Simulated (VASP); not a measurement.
## LiCl: single point with r2SCAN

LiCl:

```
CELL_PARAMETERS angstrom
0.00000 2.48190 2.61348
2.48190 0.00000 2.61348
2.48190 2.48190 0.00000
ATOMIC_POSITIONS crystal
Li 0.00000 0.00000 0.00000
Cl 0.50000 0.50000 0.50000
```

This cell differs from its parent crystal: epitaxial xy strain -2.9%.

```json
{
  "Program": "VASP 6.6.1",
  "Task": "single point",
  "Functional": "r2SCAN",
  "Potentials or basis": "VASP PAW PBE potentials, release 64 (Li_sv, Cl)",
  "Cutoff": "520 eV",
  "k mesh": "8 × 8 × 8",
  "Occupations": "gaussian, width 0.01 eV",
  "Spin": "no spin polarisation",
  "Dipole correction": "no",
  "Further INCAR settings": "ALGO = Normal; EDIFF = 1e-06; NBANDS = 12"
}
```

```yaml
Band_gap_on_the_k_mesh: 7.50 eV (least direct gap 7.53 eV)
```

Levels at points of the mesh, in eV from the valence-band top:
| k point | band 2 | band 3 | band 4 | band 5 | band 6 | band 7 | band 8 | band 9 |
| --- | --- | --- | --- | --- | --- | --- | --- | --- |
| (0.00, 0.00, 0.00) | -14.24 | -0.12 | -0.12 | 0.00 | 7.53 | 12.33 | 12.79 | 12.79 |
| (0.50, 0.00, 0.00) | -13.59 | -3.11 | -0.45 | -0.30 | 7.50 | 10.07 | 10.48 | 14.64 |
| (0.50, 0.50, 0.00) | -13.38 | -3.24 | -1.17 | -1.17 | 8.95 | 8.95 | 13.43 | 16.04 |
| (0.50, 0.00, 0.50) | -13.27 | -3.24 | -1.54 | -1.17 | 8.71 | 8.79 | 14.20 | 15.04 |

It took 44 s on 1 thread of Intel(R) Xeon(R) 6975P-C (Granite Rapids), with other jobs on the host, peak memory 0.16 GiB.

Caveat: the cell differs from its parent crystal (epitaxial xy strain -2.9%). A k mesh can miss the band edges.
